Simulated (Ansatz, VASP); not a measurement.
Two plane-wave programs on Rb

```xyz
1
Lattice="0.0000 3.9129 3.6399 3.9129 0.0000 3.6399 3.9129 3.9129 0.0000" Properties=species:S:1:pos:R:3 pbc="T T T"
Rb    0.0000    0.0000    0.0000
```

Change from the starting cell: strain +0.0750 x Voigt [1, 1, 0, 0, 0, 0], atoms carried along.

Alike in both runs: task single point; functional PBEsol; k mesh 12 × 12 × 12; occupations gaussian, width 0.15 eV; no spin polarisation.

|  | VASP | Ansatz |
| --- | --- | --- |
| version | VASP 6.6.1 | Ansatz 0.2.0 |
| potentials or method | VASP PAW PBE potentials, release 64 (Rb_sv), cutoff 520 eV | scalar-relativistic, plane waves, PAW |
| valence electrons in the cell | 9 | 9 |

```csv
,VASP,Ansatz,Ansatz less VASP
gap on the k mesh at the Fermi level (eV),none,none,-
pressure (GPa),-0.5,-0.5,0.00
```

VASP's potentials were made for PBE, not for PBEsol. A gap of «none» marks a metal or a gap that the smearing closes.
